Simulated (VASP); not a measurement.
Write the native input for VASP 6.6.1 that does the following.

```yaml
Task: single point
Functional: PBEsol
Potentials_or_basis: VASP PAW PBE potentials, release 64 (Ti_sv, C)
Cutoff: 520 eV
k_mesh: 16 × 16 × 16
Occupations: gaussian, width 0.1 eV
Spin: no spin polarisation
Dipole_correction: no
Further_INCAR_settings: ALGO = Normal; EDIFF = 1e-07; NBANDS = 15
```

The structure of TiC lies in POSCAR:

```
TiC
1.0
    0.0000000000      2.1217607929      2.1217607929
    2.1217607929      0.0000000000      2.1217607929
    2.1217607929      2.1217607929      0.0000000000
Ti C
1 1
Direct
    0.0000000000      0.0000000000      0.0000000000
    0.5000000000      0.5000000000      0.5000000000
```

These files were run (other wordings do the same):

INCAR

```
  ALGO = Normal
  EDIFF = 1E-7
  ENCUT = 520
  GGA = PS
  ISIF = 2
  ISMEAR = 0
  LASPH = True
  LCHARG = False
  LREAL = False
  LWAVE = False
  NBANDS = 15
  NELM = 60
  PREC = Accurate
  SIGMA = 0.1
```

KPOINTS

```
k-points
0
Gamma
  16 16 16
```

Potentials or basis: VASP PAW PBE potentials, release 64 (Ti_sv, C).

Launch:

```console
$ cat potpaw_PBE.64/Ti_sv/POTCAR potpaw_PBE.64/C/POTCAR > POTCAR
$ mpirun -np 1 vasp_std > vasp.out
```

Results of the run:

```
Pressure               : 10.3 GPa
Band gap on the k mesh : zero (band 8 reaches 10.72 eV, above the bottom of band 9 at 9.62 eV)
```

Caveat: the PAW data sets were made with another functional, which shifts forces and pressure a little.

Run time: 20 s on 1 thread of Intel(R) Xeon(R) Platinum 8559C (Emerald Rapids) (shared host), peak memory 0.17 GiB.
